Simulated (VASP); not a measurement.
# Tl (I4_1/amd) in VASP: single point with PBEsol

Aim: the single point of Tl with PBEsol.

Everything below comes from runs of VASP 6.6.1. Logs are shortened: lines on timing, memory, paths and dates and some standing lists are left out, and cuts for length are marked.

### Step 1. The cell of the first run

The structure is tetragonal, space group I4_1/amd (No. 141). The conventional cell has a = 6.108 Å, b = 6.108 Å, c = 3.234 Å, α = 90.00°, β = 90.00°, γ = 90.00°. Tl (site symmetry -4m2) has 10 Tl at 3.16 to 3.90 Å within 4.2 Å.

### Step 2. Single point, PBEsol

Contents of INCAR:

```
SYSTEM = Tl
ALGO = Fast ; EDIFF = 1E-6
ENCUT = 520 ; GGA = PS
ISIF = 2 ; ISMEAR = 0
LASPH = .TRUE. ; LCHARG = .FALSE.
LREAL = .FALSE. ; LWAVE = .FALSE.
NBANDS = 20 ; NELM = 80
PREC = Accurate ; SIGMA = 0.1
```

Contents of KPOINTS:

```
k-points
0
G
  18 18 18
  0 0 0
```

Contents of POSCAR:

```
Tl
1.0
   -3.0537853515      3.0537853515      1.6167556295
    3.0537853515     -3.0537853515      1.6167556295
    3.0537853515      3.0537853515     -1.6167556295
Tl
2
Direct
    0.0000000000      0.0000000000      0.0000000000
    0.7500000000      0.2500000000      0.5000000000
```

Potentials or basis: VASP PAW PBE potentials, release 64 (Tl_d).

On the command line:

```bash
cat potpaw_PBE.64/Tl_d/POTCAR > POTCAR
mpirun -np 1 vasp_std > vasp.out
```

OUTCAR:

```text
SYSTEM = Tl
   EDIFF = 1E-6
   ENCUT = 520
   GGA = PS
   ISIF = 2
   ISMEAR = 0
   LASPH = .TRUE.
   LREAL = .FALSE.
   NELM = 80
   PREC = Accurate

 ion  position               nearest neighbor table
   1  0.000  0.000  0.000-   2 3.16   2 3.16   2 3.16   2 3.16   2 3.90   2 3.90   2 3.90   2 3.90

   2  0.750  0.250  0.500-   1 3.16   1 3.16   1 3.16   1 3.16   1 3.90   1 3.90   1 3.90   1 3.90

  LATTYP: Found a body centered tetragonal cell.
 ALAT       =     6.1075707030
 C/A-ratio  =     0.5294267420

  Lattice vectors:

 A1 = (  -3.0537853515,   3.0537853515,   1.6167556295)
 A2 = (   3.0537853515,  -3.0537853515,   1.6167556295)
 A3 = (   3.0537853515,   3.0537853515,  -1.6167556295)

Analysis of symmetry for initial positions (statically):
=====================================================================
 Subroutine PRICEL returns:
 Original cell was already a primitive cell.

 Routine SETGRP: Setting up the symmetry group for a
 body centered tetragonal supercell.

 Subroutine GETGRP returns: Found 16 space group operations
 (whereof  8 operations were pure point group operations)
 out of a pool of 16 trial point group operations.

The static configuration has the point symmetry D_2d.
 The point group associated with its full space group is D_4h.

Analysis of symmetry for dynamics (positions and initial velocities):
=====================================================================
 Subroutine PRICEL returns:
 Original cell was already a primitive cell.

 Routine SETGRP: Setting up the symmetry group for a
 body centered tetragonal supercell.

 Subroutine GETGRP returns: Found 16 space group operations
 (whereof  8 operations were pure point group operations)
 out of a pool of 16 trial point group operations.

The dynamic configuration has the point symmetry D_2d.
 The point group associated with its full space group is D_4h.

 Subroutine INISYM returns: Found 16 space group operations
 (whereof  8 operations are pure point group operations),
 and found     1 'primitive' translations

----------------------------------------------------------------------------------------

                                     Primitive cell

  volume of cell :      60.3089

  direct lattice vectors                    reciprocal lattice vectors
    -3.053785352  3.053785352  1.616755630     0.000000000  0.163731220  0.309261332
     3.053785352 -3.053785352  1.616755630     0.163731220  0.000000000  0.309261332
     3.053785352  3.053785352 -1.616755630     0.163731220  0.163731220  0.000000000

  length of vectors
     4.611410707  4.611410707  4.611410707     0.349929256  0.349929256  0.231550911

  position of ions in fractional coordinates (direct lattice)
     0.000000000  0.000000000  0.000000000
     0.750000000  0.250000000  0.500000000

  ion indices of the primitive-cell ions
   primitive index   ion index
                 1           1
                 2           2

----------------------------------------------------------------------------------------

 KPOINTS: k-points

Automatic generation of k-mesh.
 Grid dimensions read from file:
 generate k-points for:   18   18   18

 Generating k-lattice:

  Cartesian coordinates                     Fractional coordinates (reciprocal lattice)
     0.000000000  0.009096179  0.017181185     0.055555556  0.000000000  0.000000000
     0.009096179  0.000000000  0.017181185     0.000000000  0.055555556  0.000000000
     0.009096179  0.009096179  0.000000000     0.000000000  0.000000000  0.055555556

  Length of vectors
     0.019440514  0.019440514  0.012863940

  Shift w.r.t. Gamma in fractional coordinates (k-lattice)
     0.000000000  0.000000000  0.000000000

 Subroutine IBZKPT returns following result:
 ===========================================

 Found    480 irreducible k-points:

 Following reciprocal coordinates:
            Coordinates               Weight
  0.000000  0.000000  0.000000      1.000000
  0.055556  0.000000 -0.000000      8.000000
  0.111111  0.000000 -0.000000      8.000000
  0.166667  0.000000  0.000000      8.000000
  0.222222 -0.000000  0.000000      8.000000
  0.277778  0.000000 -0.000000      8.000000
[... 16 lines left out ...]
 -0.277778  0.055556  0.000000     16.000000
 -0.222222  0.055556 -0.000000     16.000000
 [... further k-points ...]
   k-points           NKPTS =    480   k-points in BZ     NKDIM =    480   number of bands    NBANDS=     20
   number of dos      NEDOS =    301   number of ions     NIONS =      2
   total plane-waves  NPLWV =  46656
   dimension x,y,z NGX =    36 NGY =   36 NGZ =   36
   dimension x,y,z NGXF=    72 NGYF=   72 NGZF=   72
   ions per type =               2
   NGX,Y,Z   is equivalent  to a cutoff of  12.98, 12.98, 12.98 a.u.
   NGXF,Y,Z  is equivalent  to a cutoff of  25.96, 25.96, 25.96 a.u.
 SYSTEM =  Tl
   PREC   = accura    normal or accurate (medium, high low for compatibility)
   ISTART =      0    job   : 0-new  1-cont  2-samecut
   ICHARG =      2    charge: 1-file 2-atom 10-const
   ISPIN  =      1    spin polarized calculation?
   LNONCOLLINEAR =      F non collinear calculations
   LSORBIT =      F    spin-orbit coupling
   LASPH  =      T    aspherical Exc in radial PAW
   ENCUT  =  520.0 eV  38.22 Ry    6.18 a.u.   8.57  8.57  8.57*2*pi/ulx,y,z
   NELM   =     80;   NELMIN=  2; NELMDL= -5     # of ELM steps
   EDIFF  = 0.1E-05   stopping-criterion for ELM
   LREAL  =      F    real-space projection
   EDIFFG = 0.1E-04   stopping-criterion for IOM
   NSW    =      0    number of steps for IOM
   IBRION =     -1    ionic relax: 0-MD 1-quasi-New 2-CG
   NFREE  =      0    steps in history (QN), initial steepest desc. (CG)
   ISIF   =      2    stress and relaxation
   ISYM   =      2    0-nonsym 1-usesym 2-fastsym
   POTIM  = 0.5000    time-step for ionic-motion
   TEBEG  =    0.0;   TEEND  =   0.0 temperature during run
   PSTRESS=    0.0 pullay stress
   NELECT =      26.0000    total number of electrons
   NUPDOWN=      -1.0000    fix difference up-down
   EMIN   =  10.00;   EMAX   =-10.00  energy-range for DOS
   EFERMI =   0.00;   METHOD = LEGACY
   ISMEAR =     0;   SIGMA  =   0.10  broadening in eV -4-tet -1-fermi 0-gaus
   EFERMI_NEDOS =   21; number of points for ismear=-14 and -15
   IALGO  =     68    algorithm
   IMIX   =      4    mixing-type and parameters
     AMIX     =   0.40;   BMIX     =  1.00
     AMIX_MAG =   1.60;   BMIX_MAG =  1.00
  volume/ion in A,a.u.               =      30.15       203.49
  Fermi-wavevector in a.u.,A,eV,Ry     =   1.236722  2.337066 20.809863  1.529482
  Thomas-Fermi vector in A             =   2.371319
   LORBIT       =      0    0 simple, 1 ext, 2 COOP (PROOUT), +10 PAW based schemes
   GGA     = PS    functional components
   LHFCALC =     F    Hartree Fock is set to
   AEXX    =    0.0000 exact exchange contribution
   IVDW    =     0    specifies the selected vdW correction
   LEPSILON=     F    determine dielectric tensor
   LRPA    =     F    only Hartree local field effects (RPA)
 non-spin polarized calculation
 RMM-DIIS sequential band-by-band and
 Gauss-broadening in eV      SIGMA  =   0.10
  energy-cutoff  :      520.00
  volume of cell :       60.31
 maximum number of plane-waves:      1646
   NGX = 17   NGY = 17   NGZ = 17

 number of electron      26.0000005 magnetization

 Free energy of the ion-electron system (eV)
  ---------------------------------------------------
  ext. energy  EPLUGINS =         0.00000000
  ---------------------------------------------------
  free energy    TOTEN  =        -5.06493664 eV

  energy without entropy =       -5.05882002  energy(sigma->0) =       -5.06187833

 E-fermi :   5.9649     XC(G=0): -10.0569

 val. band max:        5.9641327820   @ k =  -0.1667  -0.2222   0.0556
 cond. band min:       5.9718576161   @ k =   0.4444   0.0556  -0.0000
 fundamental gap:      0.0077248342
 Fermi energy:         5.9648664416

 k-point     1 :       0.0000    0.0000    0.0000
  band No.  band energies     occupation
      1      -6.2152      2.00000
      2      -6.0327      2.00000
      3      -6.0165      2.00000
      4      -6.0017      2.00000
      5      -5.4132      2.00000
      6      -5.4132      2.00000
[... 12 lines left out ...]
     19      15.2783      0.00000
     20      16.9316      0.00000

 k-point     2 :       0.0556    0.0000   -0.0000
  band No.  band energies     occupation
      1      -6.2108      2.00000
      2      -6.0143      2.00000
      3      -6.0085      2.00000
      4      -5.9746      2.00000
      5      -5.4385      2.00000
      6      -5.4376      2.00000
[... 12 lines left out ...]
     19      14.6434      0.00000
     20      17.2377      0.00000

 k-point     3 :       0.1111    0.0000   -0.0000
  band No.  band energies     occupation
      1      -6.1963      2.00000
      2      -5.9853      2.00000
      3      -5.9633      2.00000
      4      -5.8997      2.00000
      5      -5.4890      2.00000
      6      -5.4797      2.00000
[... 12 lines left out ...]
     19      13.6149      0.00000
     20      16.1977      0.00000

 k-point     4 :       0.1667    0.0000    0.0000
  band No.  band energies     occupation
      1      -6.1716      2.00000
      2      -5.9498      2.00000
      3      -5.8945      2.00000
      4      -5.7945      2.00000
      5      -5.5533      2.00000
      6      -5.5170      2.00000
[... 12 lines left out ...]
     19      13.5272      0.00000
     20      15.5595      0.00000

 k-point     5 :       0.2222   -0.0000    0.0000
  band No.  band energies     occupation
      1      -6.1404      2.00000
      2      -5.9075      2.00000
      3      -5.8363      2.00000
      4      -5.6978      2.00000
      5      -5.6218      2.00000
      6      -5.5194      2.00000
[... 12 lines left out ...]
     19      13.0494      0.00000
     20      15.0132      0.00000
[... 353 lines left out ...]
      6      -5.5565      2.00000
[... 12 lines left out ...]
     19      14.2210      0.00000
     20      14.6368      0.00000

 k-point    22 :      -0.3333    0.0556    0.0000
  band No.  band energies     occupation
      1      -6.0889      2.00000
      2      -5.8521      2.00000
      3      -5.8256      2.00000
      4      -5.7232      2.00000
      5      -5.6593      2.00000
      6      -5.5194      2.00000
[... 12 lines left out ...]
     19      13.4343      0.00000
     20      14.9165      0.00000

 k-point    23 :      -0.2778    0.0556    0.0000
  band No.  band energies     occupation
      1      -6.1195      2.00000
      2      -5.8844      2.00000
      3      -5.8476      2.00000
      4      -5.7253      2.00000
      5      -5.6097      2.00000
      6      -5.4948      2.00000
[... 12 lines left out ...]
     19      13.2319      0.00000
     20      15.3434      0.00000

 k-point    24 :      -0.2222    0.0556   -0.0000
  band No.  band energies     occupation
      1      -6.1518      2.00000
      2      -5.9276      2.00000
      3      -5.9019      2.00000
      4      -5.8096      2.00000
      5      -5.5467      2.00000
      6      -5.4946      2.00000
[... 12 lines left out ...]
     19      13.5789      0.00000
     20      15.5680      0.00000

 [... further k-points ...]
[... 5 lines left out ...]
  --------------------------------------------------------------------------------------
  -------------------------------------------------------------------------------------
  Total       -0.0159187     -0.0159187     -0.0211280      0.0000000      0.0000000      0.0000000
  in kB       -0.4228996     -0.4228996     -0.5612904      0.0000000      0.0000000      0.0000000
  external PRESSURE =      -0.4690299 kB  Pullay stress =       0.0000000 kB

 VOLUME and BASIS-vectors are now :
 -----------------------------------------------------------------------------
  energy-cutoff  :      520.00
  volume of cell :       60.31
      direct lattice vectors                 reciprocal lattice vectors
    -3.053785352  3.053785352  1.616755630     0.000000000  0.163731220  0.309261332
     3.053785352 -3.053785352  1.616755630     0.163731220  0.000000000  0.309261332
     3.053785352  3.053785352 -1.616755630     0.163731220  0.163731220  0.000000000

 POSITION                                       TOTAL-FORCE (eV/Angst)
 -----------------------------------------------------------------------------------
      0.00000      0.00000      0.00000        -0.000000     -0.000000     -0.000000
      0.00000      3.05379      0.80838         0.000000      0.000000      0.000000
 -----------------------------------------------------------------------------------
    total drift:                               -0.000000      0.000000     -0.000000

  FREE ENERGIE OF THE ION-ELECTRON SYSTEM (eV)
  ---------------------------------------------------
  free  energy   TOTEN  =        -5.0649366416 eV

  energy  without entropy=       -5.0588200207  energy(sigma->0) =       -5.06187833
```

Wall time 8.7 min (1 thread of Oxide Virtual Turin-like, shared host); peak memory 0.53 GiB.

What came out:

| Item | Value |
| --- | --- |
| Free energy | -5.0649 eV |
| Pressure | 0.0 GPa |
| Band gap on the k mesh | zero (band 13 reaches 8.60 eV, above the bottom of band 14 at 2.76 eV) |

Levels at points of the mesh, in eV from the Fermi level:
```
           k point  band 10  band 11  band 12  band 13  band 14  band 15  band 16  band 17
(0.00, 0.00, 0.00)   -10.93   -10.01    -3.06    -0.36    -0.36     4.83     7.53     7.53
(0.50, 0.00, 0.00)   -11.02    -5.57    -4.08    -1.06    -0.01     0.82     4.33     4.41
(0.50, 0.50, 0.00)   -11.23    -7.79    -7.79     2.53     2.53     2.75     2.75     7.91
(0.50, 0.50, 0.50)   -11.34    -6.32    -6.32    -3.21    -3.21     7.34     7.34    10.86
```

Caveat: the PAW data sets were made with another functional, which shifts forces and pressure a little; spin-orbit coupling is left out, which moves the levels of the heavy elements.
